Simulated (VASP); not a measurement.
Here is a VASP 6.6.1 calculation.

The input INCAR:

```
SYSTEM = LiRe3
ALGO = Fast ; EDIFF = 1E-6
ENCUT = 520 ; GGA = PE
ISIF = 2 ; ISMEAR = -1
LASPH = .TRUE. ; LCHARG = .FALSE.
LREAL = .FALSE. ; LWAVE = .FALSE.
NBANDS = 20 ; NELM = 100
PREC = Accurate ; SIGMA = 0.05
```

Contents of KPOINTS:

```
k-points
0
G
  8 8 8
  0 0 0
```

Contents of POSCAR:

```
LiRe3
1.0
    0.0000000000      2.9905598192      2.9905598192
    2.9905598192      0.0000000000      2.9905598192
    2.9905598192      2.9905598192      0.0000000000
Re Li
3 1
Direct
    0.5000000000      0.5000000000      0.5000000000
    0.2500000000      0.2500000000      0.2500000000
    0.7500000000      0.7500000000      0.7500000000
    0.0000000000      0.0000000000      0.0000000000
```

Potentials or basis: VASP PAW PBE potentials, release 64 (Re, Li_sv).

The run is started by

```console
$ cat potpaw_PBE.64/Re/POTCAR potpaw_PBE.64/Li_sv/POTCAR > POTCAR
$ mpirun -np 1 vasp_std > vasp.out
```

**Question.** Estimate the band gap on the k mesh.

**Answer.** Zero (bands 12 and 13 overlap by 2.81 eV).

Caveat: spin-orbit coupling is left out, which moves the levels of the heavy elements.
